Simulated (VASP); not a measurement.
# OsRh (P4/mmm) in VASP: single point with PBE

Aim: the single point of OsRh with PBE.

Everything below comes from runs of VASP 6.6.1. Logs are shortened: lines on timing, memory, paths and dates and some standing lists are left out, and cuts for length are marked.

## (1) The cell of the first run

The structure is tetragonal, space group P4/mmm (No. 123). Conventional cell: a = 2.691 Å, b = 2.691 Å, c = 3.900 Å, α = 90.00°, β = 90.00°, γ = 90.00°. Os (site symmetry 4/mmm) has 4 Os at 2.69 Å and 8 Rh at 2.72 Å within 3.5 Å. Within 3.5 Å of Rh (site symmetry 4/mmm) lie 4 Rh at 2.69 Å and 8 Os at 2.72 Å.

## (2) Single point, PBE

File INCAR:

```
  ALGO = Fast
  EDIFF = 1E-6
  ENCUT = 520
  GGA = PE
  ISIF = 2
  ISMEAR = 0
  LASPH = T
  LCHARG = F
  LREAL = F
  LWAVE = F
  NBANDS = 18
  NELM = 80
  PREC = Accurate
  SIGMA = 0.1
```

File KPOINTS:

```
k-points
0
Gamma
  20 20 14
```

File POSCAR:

```
OsRh
1.0
    2.6914180807      0.0000000000      0.0000000000
    0.0000000000      2.6914180807      0.0000000000
    0.0000000000      0.0000000000      3.9004198307
Os Rh
1 1
Direct
    0.5000000000      0.5000000000      0.5000000000
    0.0000000000      0.0000000000      0.0000000000
```

Potentials or basis: VASP PAW PBE potentials, release 64 (Os, Rh_pv).

On the command line:

```sh
$ cat potpaw_PBE.64/Os/POTCAR potpaw_PBE.64/Rh_pv/POTCAR > POTCAR
$ mpirun -np 1 vasp_std > vasp.out
```

OUTCAR:

```text
EDIFF = 1E-6
   ENCUT = 520
   GGA = PE
   ISIF = 2
   ISMEAR = 0
   LASPH = T
   LREAL = F
   NELM = 80
   PREC = Accurate

 ion  position               nearest neighbor table
   1  0.500  0.500  0.500-   2 2.72   2 2.72   2 2.72   2 2.72   2 2.72   2 2.72   2 2.72   2 2.72

   2  0.000  0.000  0.000-   1 2.72   1 2.72   1 2.72   1 2.72   1 2.72   1 2.72   1 2.72   1 2.72

  LATTYP: Found a simple tetragonal cell.
 ALAT       =     2.6914180807
 C/A-ratio  =     1.4492062228

  Lattice vectors:

 A1 = (   2.6914180807,   0.0000000000,   0.0000000000)
 A2 = (   0.0000000000,   2.6914180807,   0.0000000000)
 A3 = (   0.0000000000,   0.0000000000,   3.9004198307)

Analysis of symmetry for initial positions (statically):
=====================================================================
 Subroutine PRICEL returns:
 Original cell was already a primitive cell.

 Routine SETGRP: Setting up the symmetry group for a
 simple tetragonal supercell.

 Subroutine GETGRP returns: Found 16 space group operations
 (whereof 16 operations were pure point group operations)
 out of a pool of 16 trial point group operations.

The static configuration has the point symmetry D_4h.

Analysis of symmetry for dynamics (positions and initial velocities):
=====================================================================
 Subroutine PRICEL returns:
 Original cell was already a primitive cell.

 Routine SETGRP: Setting up the symmetry group for a
 simple tetragonal supercell.

 Subroutine GETGRP returns: Found 16 space group operations
 (whereof 16 operations were pure point group operations)
 out of a pool of 16 trial point group operations.

The dynamic configuration has the point symmetry D_4h.

 Subroutine INISYM returns: Found 16 space group operations
 (whereof 16 operations are pure point group operations),
 and found     1 'primitive' translations

----------------------------------------------------------------------------------------

                                     Primitive cell

  volume of cell :      28.2536

  direct lattice vectors                    reciprocal lattice vectors
     2.691418081  0.000000000  0.000000000     0.371551342  0.000000000  0.000000000
     0.000000000  2.691418081  0.000000000     0.000000000  0.371551342  0.000000000
     0.000000000  0.000000000  3.900419831     0.000000000  0.000000000  0.256382657

  length of vectors
     2.691418081  2.691418081  3.900419831     0.371551342  0.371551342  0.256382657

  position of ions in fractional coordinates (direct lattice)
     0.500000000  0.500000000  0.500000000
     0.000000000  0.000000000  0.000000000

  ion indices of the primitive-cell ions
   primitive index   ion index
                 1           1
                 2           2

----------------------------------------------------------------------------------------

 KPOINTS: k-points

Automatic generation of k-mesh.
 Grid dimensions read from file:
 generate k-points for:   20   20   14

 Generating k-lattice:

  Cartesian coordinates                     Fractional coordinates (reciprocal lattice)
     0.018577567  0.000000000  0.000000000     0.050000000  0.000000000  0.000000000
     0.000000000  0.018577567  0.000000000     0.000000000  0.050000000  0.000000000
     0.000000000  0.000000000  0.018313047     0.000000000  0.000000000  0.071428571

  Length of vectors
     0.018577567  0.018577567  0.018313047

  Shift w.r.t. Gamma in fractional coordinates (k-lattice)
     0.000000000  0.000000000  0.000000000

 Subroutine IBZKPT returns following result:
 ===========================================

 Found    528 irreducible k-points:

 Following reciprocal coordinates:
            Coordinates               Weight
  0.000000  0.000000  0.000000      1.000000
  0.050000  0.000000  0.000000      4.000000
  0.100000  0.000000  0.000000      4.000000
  0.150000  0.000000  0.000000      4.000000
  0.200000  0.000000  0.000000      4.000000
  0.250000  0.000000  0.000000      4.000000
[... 16 lines left out ...]
  0.150000  0.100000  0.000000      8.000000
  0.200000  0.100000  0.000000      8.000000
 [... further k-points ...]
   k-points           NKPTS =    528   k-points in BZ     NKDIM =    528   number of bands    NBANDS=     18
   number of dos      NEDOS =    301   number of ions     NIONS =      2
   total plane-waves  NPLWV =  12000
   dimension x,y,z NGX =    20 NGY =   20 NGZ =   30
   dimension x,y,z NGXF=    40 NGYF=   40 NGZF=   60
   ions per type =               1   1
   NGX,Y,Z   is equivalent  to a cutoff of  12.35, 12.35, 12.79 a.u.
   NGXF,Y,Z  is equivalent  to a cutoff of  24.71, 24.71, 25.57 a.u.
 SYSTEM =  unknown system
   PREC   = accura    normal or accurate (medium, high low for compatibility)
   ISTART =      0    job   : 0-new  1-cont  2-samecut
   ICHARG =      2    charge: 1-file 2-atom 10-const
   ISPIN  =      1    spin polarized calculation?
   LNONCOLLINEAR =      F non collinear calculations
   LSORBIT =      F    spin-orbit coupling
   LASPH  =      T    aspherical Exc in radial PAW
   ENCUT  =  520.0 eV  38.22 Ry    6.18 a.u.   5.00  5.00  7.25*2*pi/ulx,y,z
   NELM   =     80;   NELMIN=  2; NELMDL= -5     # of ELM steps
   EDIFF  = 0.1E-05   stopping-criterion for ELM
   LREAL  =      F    real-space projection
   EDIFFG = 0.1E-04   stopping-criterion for IOM
   NSW    =      0    number of steps for IOM
   IBRION =     -1    ionic relax: 0-MD 1-quasi-New 2-CG
   NFREE  =      0    steps in history (QN), initial steepest desc. (CG)
   ISIF   =      2    stress and relaxation
   ISYM   =      2    0-nonsym 1-usesym 2-fastsym
   POTIM  = 0.5000    time-step for ionic-motion
   TEBEG  =    0.0;   TEEND  =   0.0 temperature during run
   PSTRESS=    0.0 pullay stress
   NELECT =      23.0000    total number of electrons
   NUPDOWN=      -1.0000    fix difference up-down
   EMIN   =  10.00;   EMAX   =-10.00  energy-range for DOS
   EFERMI =   0.00;   METHOD = LEGACY
   ISMEAR =     0;   SIGMA  =   0.10  broadening in eV -4-tet -1-fermi 0-gaus
   EFERMI_NEDOS =   21; number of points for ismear=-14 and -15
   IALGO  =     68    algorithm
   IMIX   =      4    mixing-type and parameters
     AMIX     =   0.40;   BMIX     =  1.00
     AMIX_MAG =   1.60;   BMIX_MAG =  1.00
  volume/ion in A,a.u.               =      14.13        95.33
  Fermi-wavevector in a.u.,A,eV,Ry     =   1.528597  2.888629 31.791475  2.336607
  Thomas-Fermi vector in A             =   2.636333
   LORBIT       =      0    0 simple, 1 ext, 2 COOP (PROOUT), +10 PAW based schemes
   GGA     = PE    functional components
   LHFCALC =     F    Hartree Fock is set to
   AEXX    =    0.0000 exact exchange contribution
   IVDW    =     0    specifies the selected vdW correction
   LEPSILON=     F    determine dielectric tensor
   LRPA    =     F    only Hartree local field effects (RPA)
 non-spin polarized calculation
 RMM-DIIS sequential band-by-band and
 Gauss-broadening in eV      SIGMA  =   0.10
  energy-cutoff  :      520.00
  volume of cell :       28.25
 maximum number of plane-waves:       776
   NGX = 11   NGY = 11   NGZ = 15

 number of electron      23.0000000 magnetization

 Free energy of the ion-electron system (eV)
  ---------------------------------------------------
  ext. energy  EPLUGINS =         0.00000000
  ---------------------------------------------------
  free energy    TOTEN  =       -18.29876344 eV

  energy without entropy =      -18.29046527  energy(sigma->0) =      -18.29461435

 E-fermi :  10.4477     XC(G=0): -13.9443

 val. band max:       10.4430639803   @ k =   0.3500   0.3000   0.0000
 cond. band min:      10.4493630004   @ k =   0.4000   0.4000   0.3571
 fundamental gap:      0.0062990201
 Fermi energy:        10.4477138680

 k-point     1 :       0.0000    0.0000    0.0000
  band No.  band energies     occupation
      1     -36.5936      2.00000
      2     -36.3339      2.00000
      3     -36.3339      2.00000
      4       0.9226      2.00000
      5       3.6140      2.00000
      6       4.0705      2.00000
[... 10 lines left out ...]
     17      23.2754      0.00000
     18      23.2754      0.00000

 k-point     2 :       0.0500    0.0000    0.0000
  band No.  band energies     occupation
      1     -36.5928      2.00000
      2     -36.3437      2.00000
      3     -36.3331      2.00000
      4       0.9974      2.00000
      5       3.6673      2.00000
      6       4.1220      2.00000
[... 10 lines left out ...]
     17      23.1847      0.00000
     18      23.4513      0.00000

 k-point     3 :       0.1000    0.0000    0.0000
  band No.  band energies     occupation
      1     -36.5906      2.00000
      2     -36.3719      2.00000
      3     -36.3309      2.00000
      4       1.2170      2.00000
      5       3.8123      2.00000
      6       4.2841      2.00000
[... 10 lines left out ...]
     17      22.9902      0.00000
     18      23.9565      0.00000

 k-point     4 :       0.1500    0.0000    0.0000
  band No.  band energies     occupation
      1     -36.5871      2.00000
      2     -36.4156      2.00000
      3     -36.3274      2.00000
      4       1.5678      2.00000
      5       4.0162      2.00000
      6       4.5682      2.00000
[... 375 lines left out ...]
      4       1.5076      2.00000
      5       4.0278      2.00000
      6       4.4727      2.00000
[... 10 lines left out ...]
     17      22.8591      0.00000
     18      23.6464      0.00000

 k-point    23 :       0.1500    0.1000    0.0000
  band No.  band energies     occupation
      1     -36.5839      2.00000
      2     -36.4124      2.00000
      3     -36.3649      2.00000
      4       1.8520      2.00000
      5       4.2442      2.00000
      6       4.7324      2.00000
[... 10 lines left out ...]
     17      22.5919      0.00000
     18      23.9834      0.00000

 k-point    24 :       0.2000    0.1000    0.0000
  band No.  band energies     occupation
      1     -36.5794      2.00000
      2     -36.4669      2.00000
      3     -36.3602      2.00000
      4       2.3008      2.00000
      5       4.4876      2.00000
      6       5.0976      2.00000
[... 10 lines left out ...]
     17      22.3274      0.00000
     18      24.6845      0.00000

 [... further k-points ...]

------------------------ aborting loop because EDIFF is reached ----------------------------------------

  FORCE on cell =-STRESS in cart. coord.  units (eV):
  Direction    XX          YY          ZZ          XY          YZ          ZX
  --------------------------------------------------------------------------------------
  -------------------------------------------------------------------------------------
  Total       -0.0096505     -0.0096505     -0.0096940      0.0000000      0.0000000      0.0000000
  in kB       -0.5472503     -0.5472503     -0.5497198      0.0000000      0.0000000      0.0000000
  external PRESSURE =      -0.5480734 kB  Pullay stress =       0.0000000 kB

 VOLUME and BASIS-vectors are now :
 -----------------------------------------------------------------------------
  energy-cutoff  :      520.00
  volume of cell :       28.25
      direct lattice vectors                 reciprocal lattice vectors
     2.691418081  0.000000000  0.000000000     0.371551342  0.000000000  0.000000000
     0.000000000  2.691418081  0.000000000     0.000000000  0.371551342  0.000000000
     0.000000000  0.000000000  3.900419831     0.000000000  0.000000000  0.256382657

 POSITION                                       TOTAL-FORCE (eV/Angst)
 -----------------------------------------------------------------------------------
      1.34571      1.34571      1.95021         0.000000      0.000000      0.000000
      0.00000      0.00000      0.00000         0.000000      0.000000      0.000000
 -----------------------------------------------------------------------------------
    total drift:                                0.000000      0.000000      0.000000

  FREE ENERGIE OF THE ION-ELECTRON SYSTEM (eV)
  ---------------------------------------------------
  free  energy   TOTEN  =       -18.2987634364 eV

  energy  without entropy=      -18.2904652729  energy(sigma->0) =      -18.29461435
```

It took 1.9 min on 1 thread of Intel Xeon Platinum 8559C (Emerald Rapids), shared host; peak memory 0.37 GiB.

Results:

```yaml
Free_energy: -18.2988 eV
Pressure: -0.1 GPa
Band_gap_on_the_k_mesh: zero (an odd number of electrons rules out a gap without spin polarisation)
```

Caveat: spin-orbit coupling is left out, which moves the levels of the heavy elements.
